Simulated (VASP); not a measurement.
Set up this calculation in VASP 6.6.1, as the native input.

```
Task                   : single point
Functional             : PBEsol
Potentials or basis    : VASP PAW PBE potentials, release 64 (Sc_sv, Si)
Cutoff                 : 520 eV
k mesh                 : 13 × 13 × 11
Occupations            : fermi-dirac, width 0.05 eV
Spin                   : no spin polarisation
Dipole correction      : no
Further INCAR settings : ALGO = Normal; EDIFF = 1e-07; NBANDS = 16
```

The structure of ScSi2 lies in POSCAR:

```
ScSi2
1.0
    3.6599987106      0.0000000000      0.0000000000
   -1.8299993553      3.1696518612      0.0000000000
    0.0000000000      0.0000000000      3.7926000000
Sc Si
1 2
Direct
    0.0000000000      0.0000000000      0.0000000000
    0.3333333333      0.6666666667      0.5000000000
    0.6666666667      0.3333333333      0.5000000000
```

This cell differs from its parent crystal: zz strain of -2 %.

These files were run (other wordings do the same):

INCAR

```
PREC = Accurate
ENCUT = 520
EDIFF = 1E-7
ISMEAR = -1
SIGMA = 0.05
LREAL = False
LASPH = True
NELM = 60
ALGO = Normal
ISIF = 2
LWAVE = False
LCHARG = True
GGA = PS
LELF = True
LVHAR = True
NBANDS = 16
```

KPOINTS

```
Automatic mesh
0
Gamma
  13 13 11
```

Potentials or basis: VASP PAW PBE potentials, release 64 (Sc_sv, Si).

Command:

```bash
$ cat potpaw_PBE.64/Sc_sv/POTCAR potpaw_PBE.64/Si/POTCAR > POTCAR
$ mpirun -np 1 vasp_std > vasp.out
```

Results of the run:

The pressure is 24.5 GPa.

Caveat: the cell differs from its parent crystal (zz strain of -2 %); the PAW data sets were made with another functional, which shifts forces and pressure a little.

Wall time 68 s on 1 thread of Intel(R) Xeon(R) Platinum 8259CL CPU @ 2.50GHz (Skylake/Cascade Lake), with other jobs on the host, peak memory 0.22 GiB.
